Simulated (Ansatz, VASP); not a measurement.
## One calculation of Bi, two programs

File INCAR:

```
SYSTEM = Bi
PREC = Accurate
ENCUT = 520
EDIFF = 1E-6
ISMEAR = 0
SIGMA = 0.05
LREAL = .FALSE.
LASPH = .TRUE.
NELM = 100
ALGO = Fast
ISIF = 2
LWAVE = .FALSE.
LCHARG = .FALSE.
GGA = PS
NBANDS = 14
```

KPOINTS

```
regular mesh
0
G
  12 12 12
  0 0 0
```

Contents of POSCAR:

```
Bi
1.0
   -4.0064439543      4.0064439543      1.6154547187
    4.0064439543     -4.0064439543      1.6154547187
    4.0064439543      4.0064439543     -1.6154547187
Bi
1
Direct
    0.0000000000      0.0000000000      0.0000000000
```

Input for Ansatz:

```yaml
crystal:
  lattice:
    - [-4.0064439543, 4.0064439543, 1.6154547187]
    - [4.0064439543, -4.0064439543, 1.6154547187]
    - [4.0064439543, 4.0064439543, -1.6154547187]
  atoms:
    - { symbol: Bi, position: [0.0, 0.0, 0.0] }
basis:
  ecutwfc: 420
kpoints:
  mp_grid: { grid: [12, 12, 12] }
hamiltonian:
  xc: pbesol
scf:
  occupations: { method: gaussian, width: 0.05 }
output:
  forces: true
  stress: true
  eigenvalues: true
```

Alike in both runs: task single point; functional PBEsol; k mesh 12 × 12 × 12; occupations gaussian, width 0.05 eV; no spin polarisation.

|  | VASP | Ansatz |
| --- | --- | --- |
| version | VASP 6.6.1 | Ansatz 0.2.0 |
| potentials or method | VASP PAW PBE potentials, release 64 (Bi_d), cutoff 520 eV | scalar-relativistic, plane waves, PAW |
| valence electrons in the cell | 15 | 15 |

```tsv
	VASP	Ansatz	Ansatz less VASP
gap on the k mesh at the Fermi level (eV)	none	none	-
pressure (GPa)	-2.8	-2.8	+0.02
traceless stress, the component that is largest in VASP (GPa)	-5.02	-5.02	-0.005
```

VASP's potentials were made for PBE, not for PBEsol. A gap of «none» marks a metal or a gap that the smearing closes. With one functional, cell and mesh, what is left measures potentials, basis and numerics.

Spin-orbit coupling is off throughout.
